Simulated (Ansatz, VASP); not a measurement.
## One calculation of Ag, two programs

The input INCAR:

```
SYSTEM = Ag
ALGO     = Normal         ! electronic algorithm
EDIFF    = 1E-6           ! SCF threshold, eV
ENCUT    = 520            ! plane-wave cutoff, eV
GGA      = RP             ! functional
ISIF     = 2              ! what is computed and relaxed
ISMEAR   = -1             ! smearing method
LASPH    = .TRUE.         ! aspherical terms in the spheres
LCHARG   = .TRUE.         ! write CHGCAR
LELF     = .TRUE.         ! ELF
LREAL    = .FALSE.        ! projectors in reciprocal space
LVHAR    = .TRUE.       
LWAVE    = .FALSE.        ! write WAVECAR
NBANDS   = 24             ! bands
NELM     = 60             ! most SCF steps
PREC     = Accurate       ! precision mode
SIGMA    = 0.1            ! smearing width, eV
```

File KPOINTS:

```
k-points
0
G
  9 9 12
  0 0 0
```

The input POSCAR:

```
Ag
1.0
    4.7986805881      0.0000000000      0.0000000000
   -2.3993402940      4.1557792939      0.0000000000
    0.0000000000      0.0000000000      2.8768009868
Ag
3
Direct
    1.0000000000      1.0000000000      0.0000000000
    0.3333333333      0.6666666667      0.5000000000
    0.6666666667      0.3333333333      0.5000000000
```

Input for Ansatz:

```yaml
crystal:
  lattice:
    - [4.7986805881, 0.0, 0.0]
    - [-2.399340294, 4.1557792939, 0.0]
    - [0.0, 0.0, 2.8768009868]
  atoms:
    - { symbol: Ag, position: [1.0, 1.0, 0.0] }
    - { symbol: Ag, position: [0.3333333333, 0.6666666667, 0.5] }
    - { symbol: Ag, position: [0.6666666667, 0.3333333333, 0.5] }
hamiltonian:
  xc: rpbe
  pseudopotentials:
    kind: paw
    azcp:
      Ag: "pseudopotentials/Ag.paw.azcp"
basis:
  ecutwfc: 420
  fft_grid_basis: typed
kpoints:
  mp_grid: { grid: [9, 9, 12], shift: [0, 0, 0] }
magnetization:
  spin_polarized: false
scf:
  occupations: { method: fermi_dirac, width: 0.1 }
  lower_state_search: "off"
output:
  stress: true
  write_density: true
  write_potential: true
  elf: true
  volumetric_format: npy
```

Alike in both runs: task single point; functional RPBE; k mesh 9 × 9 × 12; occupations fermi-dirac, width 0.1 eV; no spin polarisation.

|  | VASP | Ansatz |
| --- | --- | --- |
| version | VASP 6.6.1 | Ansatz 0.2.0 |
| potentials or method | VASP PAW PBE potentials, release 64 (Ag), cutoff 520 eV | plane waves (420 eV) with PAW, scalar-relativistic |
| valence electrons in the cell | 33 | 57 |

|  | VASP | Ansatz | Ansatz less VASP |
| --- | --- | --- | --- |
| pressure (GPa) | -0.1 | 0.0 | +0.05 |
| traceless stress, the component that is largest in VASP (GPa) | -0.39 | -0.40 | -0.009 |

VASP's potentials were made for PBE, not for RPBE. VASP's potentials hold 33 valence electrons a cell and Ansatz's 57, so a difference there can come from the potentials and not from the codes.
